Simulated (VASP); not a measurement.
# Li2TlH3 (R-3m) in VASP: single point with r2SCAN+rVV10

Aim: the single point of Li2TlH3 with r2SCAN+rVV10.

Everything below comes from runs of VASP 6.6.1. Logs are shortened: lines on timing, memory, paths and dates and some standing lists are left out, and cuts for length are marked.

### 1 The cell of the first run

The structure is trigonal, space group R-3m (No. 166). The conventional cell has a = 5.729 Å, b = 5.729 Å, c = 11.955 Å, α = 90.00°, β = 90.00°, γ = 120.00°. Within 2.4 Å of Li (site symmetry 3m) lie 3 H at 1.79 Å. Tl (site symmetry -3m) has 6 H at 2.59 Å and 2 Li at 2.68 Å within 3.4 Å. H (site symmetry 2/m) has 2 Li at 1.79 Å within 2.4 Å.

### 2 Single point, r2SCAN+rVV10

Contents of POSCAR:

```
Li2TlH3
1.0
    2.8646707365      1.6539184209      3.9848356675
   -2.8646707365      1.6539184209      3.9848356675
    0.0000000000     -3.3078368417      3.9848356675
Li Tl H
2 1 3
Direct
    0.7757281719      0.7757281719      0.7757281719
    0.2242718281      0.2242718281      0.2242718281
    0.0000000000      0.0000000000      0.0000000000
    0.0000000000      0.5000000000      0.0000000000
    0.5000000000      0.0000000000      0.0000000000
    0.0000000000      0.0000000000      0.5000000000
```

Contents of INCAR.step1:

```
SYSTEM = Li2TlH3
ALGO     = Normal         ! electronic algorithm
EDIFF    = 1E-5           ! SCF threshold, eV
ENCUT    = 830            ! plane-wave cutoff, eV
GGA      = PE             ! functional
GGA_COMPAT= .False.      
ISMEAR   = -1             ! smearing method
LASPH    = .True.         ! aspherical terms in the spheres
LCHARG   = .False.        ! write CHGCAR
LREAL    = .False.        ! projectors in reciprocal space
LWAVE    = .True.         ! write WAVECAR
NBANDS   = 20             ! bands
NELM     = 120            ! most SCF steps
PREC     = Accurate       ! precision mode
SIGMA    = 0.03           ! smearing width, eV
```

Contents of INCAR.step2:

```
SYSTEM = Li2TlH3
ALGO     = Normal         ! electronic algorithm
BPARAM   = 11.95        
CPARAM   = 0.0093       
EDIFF    = 1E-6           ! SCF threshold, eV
ENCUT    = 830            ! plane-wave cutoff, eV
GGA_COMPAT= .False.      
ISIF     = 2              ! what is computed and relaxed
ISMEAR   = -1             ! smearing method
ISTART   = 1            
IVDW_NL  = 2            
LASPH    = .True.         ! aspherical terms in the spheres
LCHARG   = .True.         ! write CHGCAR
LELF     = .True.         ! ELF
LMIXTAU  = .True.       
LREAL    = .False.        ! projectors in reciprocal space
LUSE_VDW = .True.       
LVHAR    = .True.       
LWAVE    = .False.        ! write WAVECAR
METAGGA  = R2SCAN         ! meta-GGA
NBANDS   = 20             ! bands
NELM     = 120            ! most SCF steps
PREC     = Accurate       ! precision mode
SIGMA    = 0.03           ! smearing width, eV
```

Contents of KPOINTS:

```
k-points
0
Gamma
  6 6 6
  0 0 0
```

Potentials or basis: VASP PAW PBE potentials, release 64 (Li_sv, Tl_d, H).

The run is started by

```console
$ cat potpaw_PBE.64/Li_sv/POTCAR potpaw_PBE.64/Tl_d/POTCAR potpaw_PBE.64/H/POTCAR > POTCAR
$ cp INCAR.step1 INCAR
$ mpirun -np 1 vasp_std > vasp.out
$ cp INCAR.step2 INCAR
$ mpirun -np 1 vasp_std > vasp.out
```

OUTCAR:

```text
SYSTEM = Li2TlH3
   BPARAM = 11.95
   EDIFF = 1E-6
   ENCUT = 830
   ISIF = 2
   ISMEAR = -1
   ISTART = 1
   IVDW_NL = 2
   LASPH = .True.
   LREAL = .False.
   METAGGA = R2SCAN
   NELM = 120
   PREC = Accurate

 ion  position               nearest neighbor table
   1  0.776  0.776  0.776-   3 2.68
   2  0.224  0.224  0.224-   3 2.68
   3  0.000  0.000  0.000-   1 2.68   2 2.68
   4  0.000  0.500  0.000-
   5  0.500  0.000  0.000-
   6  0.000  0.000  0.500-

  LATTYP: Found a trigonal (rhomboedric) cell.
 ALAT       =     5.1788705205
 COS(alpha) =     0.3880593371

  Lattice vectors:

 A1 = (   2.8646707365,   1.6539184209,   3.9848356675)
 A2 = (  -2.8646707365,   1.6539184209,   3.9848356675)
 A3 = (   0.0000000000,  -3.3078368417,   3.9848356675)

Analysis of symmetry for initial positions (statically):
=====================================================================
 Subroutine PRICEL returns:
 Original cell was already a primitive cell.

 Routine SETGRP: Setting up the symmetry group for a
 trigonal (rhombohedral) supercell.

 Subroutine GETGRP returns: Found 12 space group operations
 (whereof 12 operations were pure point group operations)
 out of a pool of 12 trial point group operations.

The static configuration has the point symmetry D_3d.

Analysis of symmetry for dynamics (positions and initial velocities):
=====================================================================
 Subroutine PRICEL returns:
 Original cell was already a primitive cell.

 Routine SETGRP: Setting up the symmetry group for a
 trigonal (rhombohedral) supercell.

 Subroutine GETGRP returns: Found 12 space group operations
 (whereof 12 operations were pure point group operations)
 out of a pool of 12 trial point group operations.

The dynamic configuration has the point symmetry D_3d.

 Subroutine INISYM returns: Found 12 space group operations
 (whereof 12 operations are pure point group operations),
 and found     1 'primitive' translations

----------------------------------------------------------------------------------------

                                     Primitive cell

  volume of cell :     113.2793

  direct lattice vectors                    reciprocal lattice vectors
     2.864670736  1.653918421  3.984835668     0.174540129  0.100770790  0.083650459
    -2.864670736  1.653918421  3.984835668    -0.174540129  0.100770790  0.083650459
     0.000000000 -3.307836842  3.984835668     0.000000000 -0.201541581  0.083650459

  length of vectors
     5.178870521  5.178870521  5.178870521     0.218211842  0.218211842  0.218211842

  position of ions in fractional coordinates (direct lattice)
     0.775728172  0.775728172  0.775728172
     0.224271828  0.224271828  0.224271828
     0.000000000  0.000000000  0.000000000
     0.000000000  0.500000000  1.000000000
     0.500000000  0.000000000  1.000000000
     0.000000000  0.000000000  0.500000000

  ion indices of the primitive-cell ions
   primitive index   ion index
                 1           1
                 2           2
                 3           3
                 4           4
                 5           5
                 6           6

----------------------------------------------------------------------------------------

 KPOINTS: k-points

Automatic generation of k-mesh.
 Grid dimensions read from file:
 generate k-points for:    6    6    6

 Generating k-lattice:

  Cartesian coordinates                     Fractional coordinates (reciprocal lattice)
     0.029090022  0.016795132  0.013941743     0.166666667  0.000000000  0.000000000
    -0.029090022  0.016795132  0.013941743     0.000000000  0.166666667  0.000000000
     0.000000000 -0.033590263  0.013941743    -0.000000000 -0.000000000  0.166666667

  Length of vectors
     0.036368640  0.036368640  0.036368640

  Shift w.r.t. Gamma in fractional coordinates (k-lattice)
     0.000000000  0.000000000  0.000000000

 Subroutine IBZKPT returns following result:
 ===========================================

 Found     32 irreducible k-points:

 Following reciprocal coordinates:
            Coordinates               Weight
  0.000000  0.000000  0.000000      1.000000
  0.166667  0.000000  0.000000      6.000000
  0.333333 -0.000000  0.000000      6.000000
  0.500000  0.000000  0.000000      3.000000
  0.166667  0.166667  0.000000      6.000000
  0.333333  0.166667  0.000000     12.000000
[... 16 lines left out ...]
  0.500000  0.500000  0.166667      6.000000
 -0.333333  0.500000  0.166667     12.000000
 [... further k-points ...]
   k-points           NKPTS =     32   k-points in BZ     NKDIM =     32   number of bands    NBANDS=     20
   number of dos      NEDOS =    301   number of ions     NIONS =      6
   total plane-waves  NPLWV = 125000
   dimension x,y,z NGX =    50 NGY =   50 NGZ =   50
   dimension x,y,z NGXF=   100 NGYF=  100 NGZF=  100
   ions per type =               2   1   3
   NGX,Y,Z   is equivalent  to a cutoff of  16.05, 16.05, 16.05 a.u.
   NGXF,Y,Z  is equivalent  to a cutoff of  32.10, 32.10, 32.10 a.u.
 SYSTEM =  Li2TlH3
   PREC   = accura    normal or accurate (medium, high low for compatibility)
   ISTART =      1    job   : 0-new  1-cont  2-samecut
   ICHARG =      0    charge: 1-file 2-atom 10-const
   ISPIN  =      1    spin polarized calculation?
   LNONCOLLINEAR =      F non collinear calculations
   LSORBIT =      F    spin-orbit coupling
   LASPH  =      T    aspherical Exc in radial PAW
   ENCUT  =  830.0 eV  61.00 Ry    7.81 a.u.  12.17 12.17 12.17*2*pi/ulx,y,z
   NELM   =    120;   NELMIN=  2; NELMDL=  0     # of ELM steps
   EDIFF  = 0.1E-05   stopping-criterion for ELM
   LREAL  =      F    real-space projection
   EDIFFG = 0.1E-04   stopping-criterion for IOM
   NSW    =      0    number of steps for IOM
   IBRION =     -1    ionic relax: 0-MD 1-quasi-New 2-CG
   NFREE  =      0    steps in history (QN), initial steepest desc. (CG)
   ISIF   =      2    stress and relaxation
   ISYM   =      2    0-nonsym 1-usesym 2-fastsym
   POTIM  = 0.5000    time-step for ionic-motion
   TEBEG  =    0.0;   TEEND  =   0.0 temperature during run
   PSTRESS=    0.0 pullay stress
   NELECT =      22.0000    total number of electrons
   NUPDOWN=      -1.0000    fix difference up-down
   EMIN   =  10.00;   EMAX   =-10.00  energy-range for DOS
   EFERMI =   0.00;   METHOD = LEGACY
   ISMEAR =    -1;   SIGMA  =   0.03  broadening in eV -4-tet -1-fermi 0-gaus
   EFERMI_NEDOS =   21; number of points for ismear=-14 and -15
   IALGO  =     38    algorithm
   IMIX   =      4    mixing-type and parameters
     AMIX     =   0.40;   BMIX     =  1.00
     AMIX_MAG =   1.60;   BMIX_MAG =  1.00
  volume/ion in A,a.u.               =      18.88       127.41
  Fermi-wavevector in a.u.,A,eV,Ry     =   0.948052  1.791559 12.228956  0.898803
  Thomas-Fermi vector in A             =   2.076204
   LORBIT       =      0    0 simple, 1 ext, 2 COOP (PROOUT), +10 PAW based schemes
   METAGGA = R2SCAN    functional components
   LHFCALC =     F    Hartree Fock is set to
   AEXX    =    0.0000 exact exchange contribution
   IVDW_NL    =     2    kernel type
   BPARAM     =11.9500
   IVDW    =     0    specifies the selected vdW correction
   LEPSILON=     F    determine dielectric tensor
   LRPA    =     F    only Hartree local field effects (RPA)
 non-spin polarized calculation
  energy-cutoff  :      830.00
  volume of cell :      113.28
 maximum number of plane-waves:      6217
 NGX is ok and might be reduce to    50
   NGX = 25   NGY = 25   NGZ = 25

 number of electron      21.9999999 magnetization

 Free energy of the ion-electron system (eV)
  ---------------------------------------------------
  ext. energy  EPLUGINS =         0.00000000
  ---------------------------------------------------
  free energy    TOTEN  =       -67.14358671 eV

  energy without entropy =      -67.14358666  energy(sigma->0) =      -67.14358668

 E-fermi :   0.7963     XC(G=0):  -7.1790

 val. band max:        0.4390499465   @ k =   0.0000   0.0000   0.0000
 cond. band min:       1.1892554697   @ k =   0.5000   0.5000   0.0000
 fundamental gap:      0.7502055232
 Fermi energy:         0.7963239542

 k-point     1 :       0.0000    0.0000    0.0000
  band No.  band energies     occupation
      1     -47.0215      2.00000
      2     -47.0189      2.00000
      3     -11.2312      2.00000
      4     -11.1991      2.00000
      5     -11.1991      2.00000
      6     -11.1514      2.00000
[... 12 lines left out ...]
     19       7.5852      0.00000
     20       7.5852      0.00000

 k-point     2 :       0.1667    0.0000    0.0000
  band No.  band energies     occupation
      1     -47.0213      2.00000
      2     -47.0190      2.00000
      3     -11.2294      2.00000
      4     -11.1981      2.00000
      5     -11.1914      2.00000
      6     -11.1525      2.00000
[... 12 lines left out ...]
     19       8.0452      0.00000
     20       8.6735      0.00000

 k-point     3 :       0.3333   -0.0000    0.0000
  band No.  band energies     occupation
      1     -47.0209      2.00000
      2     -47.0194      2.00000
      3     -11.2273      2.00000
      4     -11.1962      2.00000
      5     -11.1791      2.00000
      6     -11.1545      2.00000
[... 12 lines left out ...]
     19       8.5963      0.00000
     20       9.3405      0.00000

 k-point     4 :       0.5000    0.0000    0.0000
  band No.  band energies     occupation
      1     -47.0206      2.00000
      2     -47.0197      2.00000
      3     -11.2267      2.00000
      4     -11.1953      2.00000
      5     -11.1752      2.00000
      6     -11.1555      2.00000
[... 429 lines left out ...]
 k-point    23 :       0.5000    0.5000    0.1667
  band No.  band energies     occupation
      1     -47.0208      2.00000
      2     -47.0195      2.00000
      3     -11.2182      2.00000
      4     -11.1779      2.00000
      5     -11.1700      2.00000
      6     -11.1455      2.00000
[... 12 lines left out ...]
     19       9.0547      0.00000
     20       9.9632      0.00000

 k-point    24 :      -0.3333    0.5000    0.1667
  band No.  band energies     occupation
      1     -47.0205      2.00000
      2     -47.0198      2.00000
      3     -11.2183      2.00000
      4     -11.1789      2.00000
      5     -11.1700      2.00000
      6     -11.1482      2.00000
[... 12 lines left out ...]
     19       9.0340      0.00000
     20       9.9017      0.00000

 [... further k-points ...]
[... 5 lines left out ...]
  --------------------------------------------------------------------------------------
  -------------------------------------------------------------------------------------
  Total       -0.0011171     -0.0011171     -0.0331530      0.0000000     -0.0000000      0.0000000
  in kB       -0.0157992     -0.0157992     -0.4689031      0.0000000     -0.0000000      0.0000000
  external PRESSURE =      -0.1668338 kB  Pullay stress =       0.0000000 kB

 VOLUME and BASIS-vectors are now :
 -----------------------------------------------------------------------------
  energy-cutoff  :      830.00
  volume of cell :      113.28
      direct lattice vectors                 reciprocal lattice vectors
     2.864670736  1.653918421  3.984835668     0.174540129  0.100770790  0.083650459
    -2.864670736  1.653918421  3.984835668    -0.174540129  0.100770790  0.083650459
     0.000000000 -3.307836842  3.984835668     0.000000000 -0.201541581  0.083650459

 POSITION                                       TOTAL-FORCE (eV/Angst)
 -----------------------------------------------------------------------------------
      0.00000      0.00000      9.27345        -0.000000     -0.000000     -0.006437
      0.00000      0.00000      2.68106        -0.000000      0.000000      0.006437
      0.00000      0.00000      0.00000        -0.000000     -0.000000     -0.000000
     -1.43234      0.82696      1.99242        -0.000000     -0.000000      0.000000
      1.43234      0.82696      1.99242        -0.000000     -0.000000      0.000000
      0.00000     -1.65392      1.99242         0.000000     -0.000000     -0.000000
 -----------------------------------------------------------------------------------
    total drift:                                0.000000      0.000000      0.000000

  FREE ENERGIE OF THE ION-ELECTRON SYSTEM (eV)
  ---------------------------------------------------
  free  energy   TOTEN  =       -67.1435867097 eV

  energy  without entropy=      -67.1435866586  energy(sigma->0) =      -67.14358668
```

It took 10 min on 1 thread of Intel Xeon 6975P-C (Granite Rapids), shared host; peak memory 0.89 GiB.

What came out:

- Free energy: -67.1436 eV
- Pressure: 0.0 GPa
- Largest force: 0.006 eV/Å
- Band gap on the k mesh: 0.75 eV (least direct gap 1.42 eV)

Forces on the atoms (eV/Å):
```
Li   0.000  0.000 -0.006
Li   0.000  0.000  0.006
Tl   0.000  0.000  0.000
H    0.000  0.000  0.000
H    0.000  0.000  0.000
H    0.000  0.000  0.000
```

Levels at points of the mesh, in eV from the valence-band top:
```tsv
k point	band 8	band 9	band 10	band 11	band 12	band 13	band 14	band 15
(0.00, 0.00, 0.00)	-7.43	-1.91	-1.91	0.00	1.99	2.20	2.20	3.11
(0.50, 0.00, 0.00)	-6.85	-3.88	-1.93	-0.58	0.84	1.97	4.52	4.76
(0.50, 0.50, 0.00)	-6.33	-4.18	-3.08	-1.30	0.75	2.58	4.61	6.10
(0.50, 0.50, 0.50)	-5.86	-4.66	-2.84	-2.84	2.94	3.93	3.93	5.15
```

Caveat: the PAW data sets were made with another functional, which shifts forces and pressure a little; spin-orbit coupling is left out, which moves the levels of the heavy elements.
